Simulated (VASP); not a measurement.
TiO2, 3 atoms in the cell. Symmetry: R-3m, No. 166, trigonal system. Conventional cell: a = 2.938 Å, b = 2.938 Å, c = 15.743 Å, α = 90.00°, β = 90.00°, γ = 120.00°. Ti (site symmetry -3m) has 6 O at 1.98 Å within 2.6 Å. O (site symmetry 3m) has 3 Ti at 1.98 Å and 3 O at 2.66 Å within 2.7 Å. 

```yaml
Program: VASP 6.6.1
Task: single point
Functional: PBE
Dispersion: D3(BJ)
Potentials_or_basis: VASP PAW PBE potentials, release 64 (Ti_sv, O_h)
Cutoff: 1340 eV
k_mesh: 9 × 9 × 9
Occupations: gaussian, width 0.05 eV
Spin: no spin polarisation
Hubbard_terms: Ti d U = 4.0 eV
Dipole_correction: no
Further_INCAR_settings: ALGO = Normal; EDIFF = 1e-06; NBANDS = 19
```

Potentials or basis: VASP PAW PBE potentials, release 64 (Ti_sv, O_h).

Run with:

```console
$ cat potpaw_PBE.64/Ti_sv/POTCAR potpaw_PBE.64/O_h/POTCAR > POTCAR
$ mpirun -np 1 vasp_std > vasp.out
```

Hardware: 1 thread of Intel(R) Xeon(R) Platinum 8375C CPU @ 2.90GHz (Ice Lake), on a shared host.

Problem. Estimate the wall time of this run.

Solution. Run time: 23 min on 1 thread of Intel(R) Xeon(R) Platinum 8375C CPU @ 2.90GHz (Ice Lake), with other jobs on the host, peak memory 0.78 GiB. Counts: scf iterations 15, k points 85.
